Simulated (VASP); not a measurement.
# Al (Fm-3m) in VASP: settings compared

The runs below take Al through single point, with PBEsol+D3(BJ), PBE.

Everything below comes from runs of VASP 6.6.1. Logs are shortened: lines on timing, memory, paths and dates and some standing lists are left out, and cuts for length are marked.

## (1) The cell of the first run

It takes space group Fm-3m (No. 225, cubic). Conventional cell: a = 4.039 Å, b = 4.039 Å, c = 4.039 Å, α = 90.00°, β = 90.00°, γ = 90.00°. Al (site symmetry m-3m) has 12 Al at 2.86 Å within 3.8 Å.

## (2) Single point, PBEsol+D3(BJ)

INCAR

```
SYSTEM = Al
ALGO = Normal ; EDIFF = 1E-6
ENCUT = 520 ; GGA = PS
ISIF = 2 ; ISMEAR = -1
IVDW = 12 ; LASPH = .TRUE.
LCHARG = .FALSE. ; LREAL = .FALSE.
LWAVE = .FALSE. ; NBANDS = 8
NELM = 100 ; PREC = Accurate
SIGMA = 0.08617333262145177
```

KPOINTS

```
k-points
0
G
  2 2 2
  0 0 0
```

POSCAR

```
Al
1.0
    0.0000000000      2.0194648466      2.0194648466
    2.0194648466      0.0000000000      2.0194648466
    2.0194648466      2.0194648466      0.0000000000
Al
1
Direct
    0.0000000000      0.0000000000      0.0000000000
```

Potentials or basis: VASP PAW PBE potentials, release 64 (Al).

Launch:

```
$ cat potpaw_PBE.64/Al/POTCAR > POTCAR
$ mpirun -np 1 vasp_std > vasp.out
```

OUTCAR:

```text
SYSTEM = Al
   EDIFF = 1E-6
   ENCUT = 520
   GGA = PS
   ISIF = 2
   ISMEAR = -1
   IVDW = 12
   LASPH = .TRUE.
   LREAL = .FALSE.
   NELM = 100
   PREC = Accurate
 IVDW          = 12

 ion  position               nearest neighbor table
   1  0.000  0.000  0.000-

  LATTYP: Found a face centered cubic cell.
 ALAT       =     4.0389296932

  Lattice vectors:

 A1 = (   0.0000000000,   2.0194648466,   2.0194648466)
 A2 = (   2.0194648466,   0.0000000000,   2.0194648466)
 A3 = (   2.0194648466,   2.0194648466,   0.0000000000)

Analysis of symmetry for initial positions (statically):
=====================================================================
 Subroutine PRICEL returns:
 Original cell was already a primitive cell.

 Routine SETGRP: Setting up the symmetry group for a
 face centered cubic supercell.

 Subroutine GETGRP returns: Found 48 space group operations
 (whereof 48 operations were pure point group operations)
 out of a pool of 48 trial point group operations.

The static configuration has the point symmetry O_h .

Analysis of symmetry for dynamics (positions and initial velocities):
=====================================================================
 Subroutine PRICEL returns:
 Original cell was already a primitive cell.

 Routine SETGRP: Setting up the symmetry group for a
 face centered cubic supercell.

 Subroutine GETGRP returns: Found 48 space group operations
 (whereof 48 operations were pure point group operations)
 out of a pool of 48 trial point group operations.

The dynamic configuration has the point symmetry O_h .

 Subroutine INISYM returns: Found 48 space group operations
 (whereof 48 operations are pure point group operations),
 and found     1 'primitive' translations

----------------------------------------------------------------------------------------

                                     Primitive cell

  volume of cell :      16.4717

  direct lattice vectors                    reciprocal lattice vectors
     0.000000000  2.019464847  2.019464847    -0.247590346  0.247590346  0.247590346
     2.019464847  0.000000000  2.019464847     0.247590346 -0.247590346  0.247590346
     2.019464847  2.019464847  0.000000000     0.247590346  0.247590346 -0.247590346

  length of vectors
     2.855954575  2.855954575  2.855954575     0.428839059  0.428839059  0.428839059

  position of ions in fractional coordinates (direct lattice)
     0.000000000  0.000000000  0.000000000

  ion indices of the primitive-cell ions
   primitive index   ion index
                 1           1

----------------------------------------------------------------------------------------

 KPOINTS: k-points

Automatic generation of k-mesh.
 Grid dimensions read from file:
 generate k-points for:    2    2    2

 Generating k-lattice:

  Cartesian coordinates                     Fractional coordinates (reciprocal lattice)
    -0.123795173  0.123795173  0.123795173     0.500000000  0.000000000  0.000000000
     0.123795173 -0.123795173  0.123795173     0.000000000  0.500000000  0.000000000
     0.123795173  0.123795173 -0.123795173     0.000000000  0.000000000  0.500000000

  Length of vectors
     0.214419529  0.214419529  0.214419529

  Shift w.r.t. Gamma in fractional coordinates (k-lattice)
     0.000000000  0.000000000  0.000000000

 Subroutine IBZKPT returns following result:
 ===========================================

 Found      3 irreducible k-points:

 Following reciprocal coordinates:
            Coordinates               Weight
  0.000000  0.000000  0.000000      1.000000
  0.500000  0.000000  0.000000      4.000000
  0.500000  0.500000  0.000000      3.000000
   k-points           NKPTS =      3   k-points in BZ     NKDIM =      3   number of bands    NBANDS=      8
   number of dos      NEDOS =    301   number of ions     NIONS =      1
   total plane-waves  NPLWV =  13824
   dimension x,y,z NGX =    24 NGY =   24 NGZ =   24
   dimension x,y,z NGXF=    48 NGYF=   48 NGZF=   48
   ions per type =               1
   NGX,Y,Z   is equivalent  to a cutoff of  13.97, 13.97, 13.97 a.u.
   NGXF,Y,Z  is equivalent  to a cutoff of  27.94, 27.94, 27.94 a.u.
 SYSTEM =  Al
   PREC   = accura    normal or accurate (medium, high low for compatibility)
   ISTART =      0    job   : 0-new  1-cont  2-samecut
   ICHARG =      2    charge: 1-file 2-atom 10-const
   ISPIN  =      1    spin polarized calculation?
   LNONCOLLINEAR =      F non collinear calculations
   LSORBIT =      F    spin-orbit coupling
   LASPH  =      T    aspherical Exc in radial PAW
   ENCUT  =  520.0 eV  38.22 Ry    6.18 a.u.   5.31  5.31  5.31*2*pi/ulx,y,z
   NELM   =    100;   NELMIN=  2; NELMDL= -5     # of ELM steps
   EDIFF  = 0.1E-05   stopping-criterion for ELM
   LREAL  =      F    real-space projection
   EDIFFG = 0.1E-04   stopping-criterion for IOM
   NSW    =      0    number of steps for IOM
   IBRION =     -1    ionic relax: 0-MD 1-quasi-New 2-CG
   NFREE  =      0    steps in history (QN), initial steepest desc. (CG)
   ISIF   =      2    stress and relaxation
   ISYM   =      2    0-nonsym 1-usesym 2-fastsym
   POTIM  = 0.5000    time-step for ionic-motion
   TEBEG  =    0.0;   TEEND  =   0.0 temperature during run
   PSTRESS=    0.0 pullay stress
   NELECT =       3.0000    total number of electrons
   NUPDOWN=      -1.0000    fix difference up-down
   EMIN   =  10.00;   EMAX   =-10.00  energy-range for DOS
   EFERMI =   0.00;   METHOD = LEGACY
   ISMEAR =    -1;   SIGMA  =   0.09  broadening in eV -4-tet -1-fermi 0-gaus
   EFERMI_NEDOS =   21; number of points for ismear=-14 and -15
   IALGO  =     38    algorithm
   IMIX   =      4    mixing-type and parameters
     AMIX     =   0.40;   BMIX     =  1.00
     AMIX_MAG =   1.60;   BMIX_MAG =  1.00
  volume/ion in A,a.u.               =      16.47       111.16
  Fermi-wavevector in a.u.,A,eV,Ry     =   0.927974  1.753616 11.716453  0.861135
  Thomas-Fermi vector in A             =   2.054101
   LORBIT       =      0    0 simple, 1 ext, 2 COOP (PROOUT), +10 PAW based schemes
   GGA     = PS    functional components
   LHFCALC =     F    Hartree Fock is set to
   AEXX    =    0.0000 exact exchange contribution
   IVDW    =    12    specifies the selected vdW correction
   LEPSILON=     F    determine dielectric tensor
   LRPA    =     F    only Hartree local field effects (RPA)
 non-spin polarized calculation
  energy-cutoff  :      520.00
  volume of cell :       16.47
 maximum number of plane-waves:       459
 NGX is ok and might be reduce to    24
   NGX = 11   NGY = 11   NGZ = 11

 number of electron       3.0000000 magnetization

 Free energy of the ion-electron system (eV)
  ---------------------------------------------------
  ext. energy  EPLUGINS =         0.00000000
  ---------------------------------------------------
  free energy    TOTEN  =        -4.76172231 eV

  energy without entropy =       -4.76112006  energy(sigma->0) =       -4.76142118

 E-fermi :   5.7151     XC(G=0): -10.2544

 val. band max:        5.0679843401   @ k =   0.5000   0.5000   0.0000
 cond. band min:       6.3622373717   @ k =   0.5000   0.5000   0.0000
 fundamental gap:      1.2942530316
 Fermi energy:         5.7151108586

 k-point     1 :       0.0000    0.0000    0.0000
  band No.  band energies     occupation
      1      -3.1595      2.00000
      2      20.5911      0.00000
      3      20.5911      0.00000
      4      20.5911      0.00000
      5      22.0899      0.00000
      6      22.0899      0.00000
      7      22.0899      0.00000
      8      24.5125      0.00000

 k-point     2 :       0.5000    0.0000    0.0000
  band No.  band energies     occupation
      1       3.3762      2.00000
      2       3.6114      2.00000
      3      19.4040      0.00000
      4      19.4040      0.00000
      5      19.4150      0.00000
      6      19.4150      0.00000
      7      23.0979      0.00000
      8      23.2944      0.00000

 k-point     3 :       0.5000    0.5000    0.0000
  band No.  band energies     occupation
      1       5.0680      1.99890
      2       6.3622      0.00110
      3      13.2518      0.00000
      4      13.5771      0.00000
      5      13.5771      0.00000
      6      17.0379      0.00000
      7      33.3298      0.00000
      8      34.8672      0.00000

------------------------ aborting loop because EDIFF is reached ----------------------------------------

 Edisp (eV)   -0.31797

 E8    (eV) :    -0.2141

  FORCE on cell =-STRESS in cart. coord.  units (eV):
  Direction    XX          YY          ZZ          XY          YZ          ZX
  --------------------------------------------------------------------------------------
  -------------------------------------------------------------------------------------
  Total      -0.99920    -0.99920    -0.99920    -0.00000    -0.00000    -0.00000
  in kB     -97.19055   -97.19055   -97.19055    -0.00000    -0.00000    -0.00000
  external pressure =      -97.19 kB  Pullay stress =        0.00 kB

 VOLUME and BASIS-vectors are now :
 -----------------------------------------------------------------------------
  energy-cutoff  :      520.00
  volume of cell :       16.47
      direct lattice vectors                 reciprocal lattice vectors
     0.000000000  2.019464847  2.019464847    -0.247590346  0.247590346  0.247590346
     2.019464847  0.000000000  2.019464847     0.247590346 -0.247590346  0.247590346
     2.019464847  2.019464847  0.000000000     0.247590346  0.247590346 -0.247590346

 POSITION                                       TOTAL-FORCE (eV/Angst)
 -----------------------------------------------------------------------------------
      0.00000      0.00000      0.00000         0.000000      0.000000      0.000000
 -----------------------------------------------------------------------------------
    total drift:                                0.000000     -0.000000     -0.000000

  FREE ENERGIE OF THE ION-ELECTRON SYSTEM (eV)
  ---------------------------------------------------
  free  energy   TOTEN  =        -5.0796928655 eV

  energy  without entropy=       -5.0790906181  energy(sigma->0) =       -5.07939174
```

Run time: 2.5 s. Hardware: 1 thread of AMD EPYC 7R13 (Zen 3), shared host; peak memory 0.1 GiB.

What came out:

```yaml
Free_energy: -5.0797 eV
Pressure: -9.7 GPa
Dispersion_energy_per_atom: -0.318 eV
```

Caveat: the k points lie up to 1.35 Å⁻¹ apart; the PAW data sets were made with another functional, which shifts forces and pressure a little; pairwise dispersion overbinds metals, which lowers pressure and volume.

## (3) Single point, PBE

INCAR

```
ALGO = Fast
EDIFF = 1E-7
ENCUT = 520
GGA = PE
ISIF = 2
ISMEAR = 1
LASPH = T
LCHARG = T
LELF = T
LREAL = F
LVHAR = T
LWAVE = F
NBANDS = 8
NELM = 100
PREC = Accurate
SIGMA = 0.018
```

KPOINTS

```
k-points
0
Gamma
  3 3 3
```

POSCAR is that of step 2.

Potentials or basis: VASP PAW PBE potentials, release 64 (Al).

Launch:

```
$ cat potpaw_PBE.64/Al/POTCAR > POTCAR
$ mpirun -np 1 vasp_std > vasp.out
```

It took 2.5 s on 1 thread of AMD EPYC 7R13 (Zen 3), shared host; peak memory 0.1 GiB.

The run converged. Its results:

- Free energy: -3.1611 eV
- Pressure: -0.8 GPa

Levels at points of the mesh, in eV from the Fermi level:
| k point | band 1 | band 2 | band 3 | band 4 |
| --- | --- | --- | --- | --- |
| (0.00, 0.00, 0.00) | -11.53 | 12.25 | 12.25 | 12.25 |

Caveat: the k points lie up to 0.90 Å⁻¹ apart.
